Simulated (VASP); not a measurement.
A run of VASP 6.6.1:

Contents of INCAR:

```
SYSTEM = Cu
  ALGO = Normal
  EDIFF = 1E-6
  ENCUT = 520
  ISIF = 2
  ISMEAR = -1
  LASPH = .TRUE.
  LCHARG = .FALSE.
  LREAL = .FALSE.
  LWAVE = .FALSE.
  NBANDS = 12
  NELM = 60
  PREC = Accurate
  SIGMA = 0.15
```

KPOINTS

```
k-points
0
G
  20 20 20
  0 0 0
```

POSCAR

```
Cu
1.0
    0.0000000000      1.7592131580      1.7592131580
    1.7592131580      0.0000000000      1.7592131580
    1.7592131580      1.7592131580      0.0000000000
Cu
1
Direct
    0.0000000000      0.0000000000      0.0000000000
```

Potentials or basis: VASP PAW LDA potentials, release 64 (Cu).

Launch:

```sh
$ cat potpaw_LDA.64/Cu/POTCAR > POTCAR
$ mpirun -np 1 vasp_std > vasp.out
```

Hardware: 1 thread of Intel Xeon 8259CL, with other jobs on the host.

Task: How long does it take, and how much memory?

Result: Wall time 25 s on 1 thread of Intel Xeon 8259CL, with other jobs on the host, peak memory 0.14 GiB. Counts: scf iterations 12, k points 256.
